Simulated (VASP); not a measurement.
# Al (Pm-3m) in VASP: single point with PBEsol

Aim: the single point of Al with PBEsol.

Program: VASP 6.6.1. These are calculated values, not measurements. Logs are shortened: lines on timing, memory, paths and dates and some standing lists are left out, and cuts for length are marked.

### Step 1. The cell of the first run

It takes space group Pm-3m (No. 221, cubic). The conventional cell has a = 3.982 Å, b = 3.982 Å, c = 3.982 Å, α = 90.00°, β = 90.00°, γ = 90.00°. Within 5.2 Å of Al (site symmetry m-3m) lie 6 Al at 3.98 Å.

This isn't the form of Al at room conditions, which is fcc.

### Step 2. Single point, PBEsol

Input file INCAR:

```
SYSTEM = Al
PREC = Accurate ; ENCUT = 500
EDIFF = 1E-6 ; ISMEAR = -1
SIGMA = 0.1 ; LREAL = .FALSE.
LASPH = .TRUE. ; NELM = 120
ALGO = Normal ; ISIF = 2
LWAVE = .FALSE. ; LCHARG = .TRUE.
GGA = PS ; LELF = .TRUE.
LVHAR = .TRUE. ; NBANDS = 8
GGA_COMPAT = .FALSE.
```

Input file KPOINTS:

```
regular mesh
0
G
  6 6 6
  0 0 0
```

Input file POSCAR:

```
Al
1.0
    3.9816800000      0.0000000000      0.0000000000
    0.0000000000      3.9816800000      0.0000000000
    0.0000000000      0.0000000000      3.9816800000
Al
1
Direct
    0.0000000000      0.0000000000      0.0000000000
```

Potentials or basis: VASP PAW PBE potentials, release 64 (Al).

Command:

```
cat potpaw_PBE.64/Al/POTCAR > POTCAR
mpirun -np 1 vasp_std > vasp.out
```

OUTCAR:

```text
SYSTEM = Al
   PREC = Accurate
   ENCUT = 500
   EDIFF = 1E-6
   ISMEAR = -1
   LREAL = .FALSE.
   LASPH = .TRUE.
   NELM = 120
   ISIF = 2
   GGA = PS

 ion  position               nearest neighbor table
   1  0.000  0.000  0.000-

  LATTYP: Found a simple cubic cell.
 ALAT       =     3.9816800000

  Lattice vectors:

 A1 = (   3.9816800000,   0.0000000000,   0.0000000000)
 A2 = (   0.0000000000,   3.9816800000,   0.0000000000)
 A3 = (   0.0000000000,   0.0000000000,   3.9816800000)

Analysis of symmetry for initial positions (statically):
=====================================================================
 Subroutine PRICEL returns:
 Original cell was already a primitive cell.

 Routine SETGRP: Setting up the symmetry group for a
 simple cubic supercell.

 Subroutine GETGRP returns: Found 48 space group operations
 (whereof 48 operations were pure point group operations)
 out of a pool of 48 trial point group operations.

The static configuration has the point symmetry O_h .

Analysis of symmetry for dynamics (positions and initial velocities):
=====================================================================
 Subroutine PRICEL returns:
 Original cell was already a primitive cell.

 Routine SETGRP: Setting up the symmetry group for a
 simple cubic supercell.

 Subroutine GETGRP returns: Found 48 space group operations
 (whereof 48 operations were pure point group operations)
 out of a pool of 48 trial point group operations.

The dynamic configuration has the point symmetry O_h .

 Subroutine INISYM returns: Found 48 space group operations
 (whereof 48 operations are pure point group operations),
 and found     1 'primitive' translations

----------------------------------------------------------------------------------------

                                     Primitive cell

  volume of cell :      63.1247

  direct lattice vectors                    reciprocal lattice vectors
     3.981680000  0.000000000  0.000000000     0.251150268  0.000000000  0.000000000
     0.000000000  3.981680000  0.000000000     0.000000000  0.251150268  0.000000000
     0.000000000  0.000000000  3.981680000     0.000000000  0.000000000  0.251150268

  length of vectors
     3.981680000  3.981680000  3.981680000     0.251150268  0.251150268  0.251150268

  position of ions in fractional coordinates (direct lattice)
     0.000000000  0.000000000  0.000000000

  ion indices of the primitive-cell ions
   primitive index   ion index
                 1           1

----------------------------------------------------------------------------------------

 KPOINTS: regular mesh

Automatic generation of k-mesh.
 Grid dimensions read from file:
 generate k-points for:    6    6    6

 Generating k-lattice:

  Cartesian coordinates                     Fractional coordinates (reciprocal lattice)
     0.041858378  0.000000000  0.000000000     0.166666667  0.000000000  0.000000000
     0.000000000  0.041858378  0.000000000     0.000000000  0.166666667  0.000000000
     0.000000000  0.000000000  0.041858378     0.000000000  0.000000000  0.166666667

  Length of vectors
     0.041858378  0.041858378  0.041858378

  Shift w.r.t. Gamma in fractional coordinates (k-lattice)
     0.000000000  0.000000000  0.000000000

 Subroutine IBZKPT returns following result:
 ===========================================

 Found     20 irreducible k-points:

 Following reciprocal coordinates:
            Coordinates               Weight
  0.000000  0.000000  0.000000      1.000000
  0.166667  0.000000  0.000000      6.000000
  0.333333  0.000000  0.000000      6.000000
  0.500000  0.000000  0.000000      3.000000
  0.166667  0.166667  0.000000     12.000000
  0.333333  0.166667  0.000000     24.000000
[... 12 lines left out ...]
  0.500000  0.500000  0.333333      6.000000
  0.500000  0.500000  0.500000      1.000000
   k-points           NKPTS =     20   k-points in BZ     NKDIM =     20   number of bands    NBANDS=      8
   number of dos      NEDOS =    301   number of ions     NIONS =      1
   total plane-waves  NPLWV =  27000
   dimension x,y,z NGX =    30 NGY =   30 NGZ =   30
   dimension x,y,z NGXF=    60 NGYF=   60 NGZF=   60
   ions per type =               1
   NGX,Y,Z   is equivalent  to a cutoff of  12.53, 12.53, 12.53 a.u.
   NGXF,Y,Z  is equivalent  to a cutoff of  25.05, 25.05, 25.05 a.u.
 SYSTEM =  Al
   PREC   = accura    normal or accurate (medium, high low for compatibility)
   ISTART =      0    job   : 0-new  1-cont  2-samecut
   ICHARG =      2    charge: 1-file 2-atom 10-const
   ISPIN  =      1    spin polarized calculation?
   LNONCOLLINEAR =      F non collinear calculations
   LSORBIT =      F    spin-orbit coupling
   LASPH  =      T    aspherical Exc in radial PAW
   ENCUT  =  500.0 eV  36.75 Ry    6.06 a.u.   7.26  7.26  7.26*2*pi/ulx,y,z
   NELM   =    120;   NELMIN=  2; NELMDL= -5     # of ELM steps
   EDIFF  = 0.1E-05   stopping-criterion for ELM
   LREAL  =      F    real-space projection
   EDIFFG = 0.1E-04   stopping-criterion for IOM
   NSW    =      0    number of steps for IOM
   IBRION =     -1    ionic relax: 0-MD 1-quasi-New 2-CG
   NFREE  =      0    steps in history (QN), initial steepest desc. (CG)
   ISIF   =      2    stress and relaxation
   ISYM   =      2    0-nonsym 1-usesym 2-fastsym
   POTIM  = 0.5000    time-step for ionic-motion
   TEBEG  =    0.0;   TEEND  =   0.0 temperature during run
   PSTRESS=    0.0 pullay stress
   NELECT =       3.0000    total number of electrons
   NUPDOWN=      -1.0000    fix difference up-down
   EMIN   =  10.00;   EMAX   =-10.00  energy-range for DOS
   EFERMI =   0.00;   METHOD = LEGACY
   ISMEAR =    -1;   SIGMA  =   0.10  broadening in eV -4-tet -1-fermi 0-gaus
   EFERMI_NEDOS =   21; number of points for ismear=-14 and -15
   IALGO  =     38    algorithm
   IMIX   =      4    mixing-type and parameters
     AMIX     =   0.40;   BMIX     =  1.00
     AMIX_MAG =   1.60;   BMIX_MAG =  1.00
  volume/ion in A,a.u.               =      63.12       425.99
  Fermi-wavevector in a.u.,A,eV,Ry     =   0.592992  1.120593  4.784347  0.351640
  Thomas-Fermi vector in A             =   1.642020
   LORBIT       =      0    0 simple, 1 ext, 2 COOP (PROOUT), +10 PAW based schemes
   GGA     = PS    functional components
   LHFCALC =     F    Hartree Fock is set to
   AEXX    =    0.0000 exact exchange contribution
   IVDW    =     0    specifies the selected vdW correction
   LEPSILON=     F    determine dielectric tensor
   LRPA    =     F    only Hartree local field effects (RPA)
 non-spin polarized calculation
  energy-cutoff  :      500.00
  volume of cell :       63.12
 maximum number of plane-waves:      1628
 NGX is ok and might be reduce to    30
   NGX = 15   NGY = 15   NGZ = 15

 number of electron       3.0000000 magnetization

 Free energy of the ion-electron system (eV)
  ---------------------------------------------------
  ext. energy  EPLUGINS =         0.00000000
  ---------------------------------------------------
  free energy    TOTEN  =        -1.77587710 eV

  energy without entropy =       -1.72579623  energy(sigma->0) =       -1.75083667

 E-fermi :  -0.3630     XC(G=0):  -6.0115

 val. band max:       -0.4650385014   @ k =   0.5000   0.5000   0.0000
 cond. band min:      -0.3273003514   @ k =   0.3333   0.1667   0.1667
 fundamental gap:      0.1377381500
 Fermi energy:        -0.3630224317

 k-point     1 :       0.0000    0.0000    0.0000
  band No.  band energies     occupation
      1      -5.8120      2.00000
      2       2.8267      0.00000
      3       2.8267      0.00000
      4       2.8267      0.00000
      5       5.0785      0.00000
      6       5.1644      0.00000
      7       5.1644      0.00000
      8      11.9699      0.00000

 k-point     2 :       0.1667    0.0000    0.0000
  band No.  band energies     occupation
      1      -5.6116      2.00000
      2       1.1625      0.00000
      3       2.9785      0.00000
      4       2.9785      0.00000
      5       5.3517      0.00000
      6       5.3616      0.00000
      7       7.1495      0.00000
      8      10.3421      0.00000

 k-point     3 :       0.3333    0.0000    0.0000
  band No.  band energies     occupation
      1      -5.0920      2.00000
      2      -0.7159      1.94300
      3       3.3430      0.00000
      4       3.3430      0.00000
      5       5.8669      0.00000
      6       6.0704      0.00000
      7       8.6150      0.00000
      8       8.6683      0.00000

 k-point     4 :       0.5000    0.0000    0.0000
  band No.  band energies     occupation
      1      -4.7108      2.00000
      2      -1.5672      1.99999
      3       3.5734      0.00000
      4       3.5734      0.00000
      5       6.2270      0.00000
      6       6.9348      0.00000
      7       7.6678      0.00000
      8       7.9846      0.00000

 k-point     5 :       0.1667    0.1667    0.0000
  band No.  band energies     occupation
      1      -5.4119      2.00000
      2       1.3274      0.00000
      3       1.3640      0.00000
      4       3.1278      0.00000
      5       5.5694      0.00000
      6       7.0379      0.00000
      7       7.4399      0.00000
      8       8.8532      0.00000
[... 133 lines left out ...]
 k-point    18 :       0.5000    0.3333    0.3333
  band No.  band energies     occupation
      1      -3.3108      2.00000
      2      -0.1705      0.25457
      3       0.9439      0.00000
      4       1.0102      0.00000
      5       4.2040      0.00000
      6       4.6991      0.00000
      7       5.7717      0.00000
      8       8.3728      0.00000

 k-point    19 :       0.5000    0.5000    0.3333
  band No.  band energies     occupation
      1      -2.9456      2.00000
      2       0.1745      0.00922
      3       0.1745      0.00922
      4       1.2820      0.00000
      5       3.5911      0.00000
      6       4.9966      0.00000
      7       4.9966      0.00000
      8       7.3416      0.00000

 k-point    20 :       0.5000    0.5000    0.5000
  band No.  band energies     occupation
      1      -2.5794      2.00000
      2       0.4888      0.00040
      3       0.4888      0.00040
      4       0.4888      0.00040
      5       4.1936      0.00000
      6       4.1936      0.00000
      7       4.1936      0.00000
      8       6.2226      0.00000

------------------------ aborting loop because EDIFF is reached ----------------------------------------

  FORCE on cell =-STRESS in cart. coord.  units (eV):
  Direction    XX          YY          ZZ          XY          YZ          ZX
  --------------------------------------------------------------------------------------
  -------------------------------------------------------------------------------------
  Total       -1.7179097     -1.7179097     -1.7179097     -0.0000000     -0.0000000      0.0000000
  in kB      -43.6025477    -43.6025477    -43.6025477     -0.0000000     -0.0000000      0.0000000
  external PRESSURE =     -43.6025477 kB  Pullay stress =       0.0000000 kB

 VOLUME and BASIS-vectors are now :
 -----------------------------------------------------------------------------
  energy-cutoff  :      500.00
  volume of cell :       63.12
      direct lattice vectors                 reciprocal lattice vectors
     3.981680000  0.000000000  0.000000000     0.251150268  0.000000000  0.000000000
     0.000000000  3.981680000  0.000000000     0.000000000  0.251150268  0.000000000
     0.000000000  0.000000000  3.981680000     0.000000000  0.000000000  0.251150268

 POSITION                                       TOTAL-FORCE (eV/Angst)
 -----------------------------------------------------------------------------------
      0.00000      0.00000      0.00000         0.000000      0.000000      0.000000
 -----------------------------------------------------------------------------------
    total drift:                                0.000000      0.000000     -0.000000

  FREE ENERGIE OF THE ION-ELECTRON SYSTEM (eV)
  ---------------------------------------------------
  free  energy   TOTEN  =        -1.7758771019 eV

  energy  without entropy=       -1.7257962284  energy(sigma->0) =       -1.75083667
```

It took 15 s on 1 thread of Intel Xeon 8259CL, shared host; peak memory 0.16 GiB.

Results:

```
Free energy            : -1.7759 eV
Pressure               : -4.4 GPa
Band gap on the k mesh : zero (an odd number of electrons rules out a gap without spin polarisation)
```

Levels at points of the mesh, in eV from the Fermi level:
```csv
k point,band 1,band 2,band 3,band 4,band 5
"(0.00, 0.00, 0.00)",-5.45,3.19,3.19,3.19,5.44
"(0.50, 0.00, 0.00)",-4.35,-1.20,3.94,3.94,6.59
"(0.50, 0.50, 0.00)",-3.28,-0.10,-0.10,3.05,4.59
"(0.50, 0.50, 0.50)",-2.22,0.85,0.85,0.85,4.56
```

Caveat: the cell stands under tension; the PAW data sets were made with another functional, which shifts forces and pressure a little.
